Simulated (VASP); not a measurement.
**Mg8O9 (a cell with a defect): single point with PBEsol**

Crystal: Mg8O9 (a cell with a defect).

```xyz
17
Lattice="0.0000 3.8900 3.8900 3.8900 0.0000 3.8900 3.8900 3.8900 0.0000" Properties=species:S:1:pos:R:3 pbc="T T T"
Mg   -0.0560   -0.2224   -0.0259
Mg    1.7959    1.8887   -0.0563
Mg    1.9260   -0.0561    1.8889
Mg    3.8340    1.9191    1.7226
Mg   -0.0561    1.8588    2.0545
Mg    1.8516    3.8339    1.8889
Mg    1.9819    1.8887    3.8337
Mg    3.8339    3.9995    3.8038
O     1.8889    1.8888    1.8888
O     3.8338    3.8341    1.8891
O     3.8337    2.3615    4.3065
O     5.7789    3.8338    3.8338
O     1.8891    3.8339    3.8340
O     3.8352    5.7786    3.8336
O     3.8338    3.8333    5.7783
O     5.7791    5.7790    5.7789
O     7.7237    9.1947    7.2497
```

```
Program             : VASP 6.6.1
Task                : single point
Functional          : PBEsol
Potentials or basis : VASP PAW PBE potentials, release 64 (Mg, O)
Cutoff              : 520 eV
k mesh              : 2 × 2 × 2
Occupations         : gaussian, width 0.05 eV
Spin                : collinear spin, zero start
Starting moments    : [0.0, 0.0, 0.0, 0.0, 0.0, 0.0, 0.0, 0.0, 0.0, 0.0, 0.0, 0.0, 0.0, 0.0, 0.0, 0.0, 0.0] μB
```

```json
{
 "Pressure": "96.1 GPa",
 "Largest force": "0.315 eV/Å",
 "Band gap on the k mesh": "5.80 eV",
 "Net moment": "0.00 μB per cell",
 "Valence electrons inside the program's atomic spheres": "Mg 0.76, 0.60, 0.62; O 5.25, 5.31, 5.36"
}
```

Forces on the atoms (eV/Å):
```
Mg  -0.002 -0.021 -0.001
Mg   0.000  0.000  0.000
Mg   0.027 -0.001 -0.001
Mg  -0.002 -0.001 -0.021
Mg   0.001  0.003  0.021
Mg  -0.022  0.000  0.000
Mg   0.002  0.000  0.000
Mg   0.001  0.021  0.003
O    0.002  0.003 -0.005
O    0.001 -0.007 -0.007
O    0.005  0.223  0.223
O    0.002 -0.005  0.003
O   -0.004 -0.001 -0.003
O   -0.011  0.000  0.000
O    0.003  0.004  0.004
O   -0.004 -0.003 -0.001
O    0.003 -0.216 -0.216
```

Stress tensor (GPa, compression positive):
```
 73.78   0.01   0.01
  0.01 107.22   1.46
  0.01   1.46 107.22
```

Levels at points of the mesh, in eV from the valence-band top:
Spin up:
```
           k point  band 32  band 33  band 34  band 35  band 36  band 37  band 38  band 39
(0.00, 0.00, 0.00)    -1.95    -1.57    -1.55    -1.45     5.80     7.04     7.19     7.37
(0.50, 0.00, 0.00)    -1.99    -1.24    -0.91    -0.78     6.16     7.73     7.80     8.86
(0.00, 0.50, 0.00)    -1.95    -1.89    -1.81    -0.29     7.59     7.61     8.25     8.92
(0.50, 0.50, 0.50)    -1.99    -1.24    -0.91    -0.78     6.16     7.73     7.80     8.86
(0.50, 0.50, 0.00)    -2.05    -1.28    -0.80    -0.75     6.19     9.12     9.20     9.66
(0.00, 0.50, 0.50)    -2.26    -2.25    -0.68     0.00     7.59     8.99     9.19     9.51
```
Spin down:
```
           k point  band 32  band 33  band 34  band 35  band 36  band 37  band 38  band 39
(0.00, 0.00, 0.00)    -1.95    -1.57    -1.55    -1.45     5.80     7.04     7.19     7.37
(0.50, 0.00, 0.00)    -1.99    -1.24    -0.91    -0.78     6.16     7.73     7.80     8.86
(0.00, 0.50, 0.00)    -1.95    -1.89    -1.81    -0.29     7.59     7.61     8.25     8.92
(0.50, 0.50, 0.50)    -1.99    -1.24    -0.91    -0.78     6.16     7.73     7.80     8.86
(0.50, 0.50, 0.00)    -2.05    -1.28    -0.80    -0.75     6.19     9.12     9.20     9.66
(0.00, 0.50, 0.50)    -2.26    -2.25    -0.68     0.00     7.59     8.99     9.19     9.51
```

Wall time 2.2 min on 1 thread of Intel(R) Xeon(R) 6975P-C (Granite Rapids) (shared host), peak memory 0.33 GiB.

Caveat: the k points lie up to 0.70 Å⁻¹ apart; the PAW data sets were made with another functional, which shifts forces and pressure a little.
